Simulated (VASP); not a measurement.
Set up this calculation in VASP 6.6.1, as the native input.

* Task: relaxation of the atoms
* Functional: PBE
* Dispersion: D3(BJ)
* Potentials or basis: VASP PAW PBE potentials, release 64 (Si, O, Ge_d)
* Cutoff: 520 eV
* k mesh: 2 × 2 × 2
* Occupations: fermi-dirac, width 0.05 eV
* Spin: no spin polarisation
* Dipole correction: no
* Further INCAR settings: LREAL = Auto; ALGO = Normal; EDIFF = 1e-06; IBRION = 2; EDIFFG = -0.03; NSW = 80

The structure of Si8GeO16 (a cell with a defect) lies in POSCAR:

```
Si8GeO16
1.0
   -4.1738000000     -4.1738000000      0.0000000000
    4.1738000000     -4.1738000000      0.0000000000
    0.0000000000      0.0000000000      5.3326000000
Si O Ge
8 16 1
Direct
    0.5000000000      0.5000000000      0.0000000000
    0.0000000000      0.5000000000      0.2500000000
    0.5000000000      0.5000000000      0.5000000000
    0.0000000000      0.5000000000      0.7500000000
    0.0000000000      0.0000000000      0.0000000000
    0.5000000000      0.0000000000      0.2500000000
    0.0000000000      0.0000000000      0.5000000000
    0.5000000000      0.0000000000      0.7500000000
    0.1933000000      0.5000000000      0.0000000000
    0.0000000000      0.1933000000      0.2500000000
    0.8067000000      0.5000000000      0.0000000000
    0.0000000000      0.8067000000      0.2500000000
    0.1933000000      0.5000000000      0.5000000000
    0.0000000000      0.1933000000      0.7500000000
    0.8067000000      0.5000000000      0.5000000000
    0.0000000000      0.8067000000      0.7500000000
    0.6933000000      0.0000000000      0.0000000000
    0.5000000000      0.6933000000      0.2500000000
    0.3067000000      0.0000000000      0.0000000000
    0.5000000000      0.3067000000      0.2500000000
    0.6933000000      0.0000000000      0.5000000000
    0.5000000000      0.6933000000      0.7500000000
    0.3067000000      0.0000000000      0.5000000000
    0.5000000000      0.3067000000      0.7500000000
    0.7666237000      0.2521840000      0.3655610000
```

These files were run (other wordings do the same):

INCAR

```
SYSTEM = Si8GeO16
PREC = Accurate
ENCUT = 520
EDIFF = 1E-6
ISMEAR = -1
SIGMA = 0.05
LREAL = Auto
LASPH = .True.
NELM = 60
ALGO = Normal
ISIF = 2
LWAVE = .False.
LCHARG = .False.
GGA = PE
IVDW = 12
IBRION = 2
NSW = 80
EDIFFG = -0.03
```

KPOINTS

```
regular mesh
0
Gamma
  2 2 2
  0 0 0
```

Potentials or basis: VASP PAW PBE potentials, release 64 (Si, O, Ge_d).

Command:

```bash
$ cat potpaw_PBE.64/Si/POTCAR potpaw_PBE.64/O/POTCAR potpaw_PBE.64/Ge_d/POTCAR > POTCAR
$ mpirun -np 1 vasp_std > vasp.out
```

It gave:

```
Energy gained by relaxing    : 577.7 meV/atom
Ionic steps                  : 46
Pressure after relaxing      : 46.7 GPa
Largest force after relaxing : 0.023 eV/Å
Band gap on the k mesh       : 1.66 eV
Dispersion energy per atom   : -0.270 eV
```

Caveat: the k points lie up to 0.59 Å⁻¹ apart.

Wall time 2.1 h on 1 thread of Oxide Virtual Turin-like Processor, with other jobs on the host, peak memory 0.36 GiB.
